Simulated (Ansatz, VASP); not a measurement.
**One calculation of ZnCu, two programs**

```xyz
2
Lattice="2.8785 0.0000 0.0000 0.0000 2.8785 0.0000 0.0000 0.0000 2.8785" Properties=species:S:1:pos:R:3 pbc="T T T"
Zn    1.4393    1.4393    1.4393
Cu    0.0000    0.0000    0.0000
```

Alike in both runs: task single point; functional PBEsol; k mesh 14 × 14 × 14; occupations gaussian, width 0.1 eV; no spin polarisation.

```csv
,VASP,Ansatz
version,VASP 6.6.1,Ansatz 0.2.0
potentials or method,"VASP PAW PBE potentials, release 64 (Zn, Cu), cutoff 520 eV","scalar-relativistic, plane waves, PAW"
valence electrons in the cell,23,31
```

|  | VASP | Ansatz | Ansatz less VASP |
| --- | --- | --- | --- |
| gap on the k mesh at the Fermi level (eV) | none | none | - |
| pressure (GPa) | 5.4 | 4.5 | -0.90 |

VASP's potentials were made for PBE, not for PBEsol. A gap of «none» marks a metal or a gap that the smearing closes. VASP's potentials hold 23 valence electrons a cell and Ansatz's 31, so a difference there can come from the potentials and not from the codes.
